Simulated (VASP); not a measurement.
Here is a VASP 6.6.1 calculation.

INCAR

```
PREC = Accurate ; ENCUT = 520
EDIFF = 1E-6 ; ISMEAR = 0
SIGMA = 0.1 ; LREAL = False
LASPH = True ; NELM = 100
ALGO = Normal ; ISIF = 2
LWAVE = False ; LCHARG = True
GGA = PS ; LELF = True
LVHAR = True ; NBANDS = 16
```

File KPOINTS:

```
Automatic mesh
0
Gamma
  18 18 18
```

POSCAR

```
AlRu
1.0
    3.0656038881      0.0000000000      0.0000000000
    0.0000000000      3.0656038881      0.0000000000
    0.0000000000      0.0000000000      3.0656038881
Al Ru
1 1
Direct
    0.0000000000      0.0000000000      0.0000000000
    0.5000000000      0.5000000000      0.5000000000
```

Potentials or basis: VASP PAW PBE potentials, release 64 (Al, Ru_pv).

Run with:

```sh
$ cat potpaw_PBE.64/Al/POTCAR potpaw_PBE.64/Ru_pv/POTCAR > POTCAR
$ mpirun -np 1 vasp_std > vasp.out
```

Q: Estimate the pressure.

A: -16.1 GPa.

Q: What does it give for the band gap on the k mesh?

A: Zero (an odd number of electrons rules out a gap without spin polarisation).

Caveat: the cell differs from its parent crystal (equal strain along all axes, cell held: +3.0 %); the cell stands under tension; the PAW data sets were made with another functional, which shifts forces and pressure a little.
